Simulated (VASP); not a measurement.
CsI:

```
Cs I
1.0
     4.66602    0.00000    0.00000
     0.00000    4.66602    0.00000
     0.00000    0.00000    4.66602
Cs I
1 1
Direct
  0.00000 0.00000 0.00000
  0.50000 0.50000 0.50000
```

- Program: VASP 6.6.1
- Task: relaxation of cell and atoms
- Functional: PBE
- Dispersion: D3(BJ)
- Potentials or basis: VASP PAW PBE potentials, release 64 (Cs_sv, I)
- Cutoff: 500 eV
- k mesh: 6 × 6 × 6
- Occupations: gaussian, width 0.02 eV
- Spin: no spin polarisation

At the start: pressure -0.7 GPa; volume 50.79 Å³/atom.

Where does the relaxation end?

Over 4 steps the energy falls by 7.2 meV/atom and the volume is 47.58 Å³/atom (-6.3 %); space group Pm-3m (No. 221, to 0.1 Å) before and after.

The path:
```csv
step,energy change (eV),largest force (eV/Å),pressure (GPa),volume (Å³)
1,0.0000,0.0000,-0.67,101.59
2,-0.0104,0.0000,-0.38,98.47
3,-0.0144,0.0000,-0.06,95.63
4,-0.0145,0.0000,0.00,95.15
```

Final structure:
```
CELL_PARAMETERS angstrom
4.56538 0.00000 0.00000
0.00000 4.56538 0.00000
0.00000 0.00000 4.56538
ATOMIC_POSITIONS crystal
Cs 0.00000 0.00000 0.00000
I 0.50000 0.50000 0.50000
```
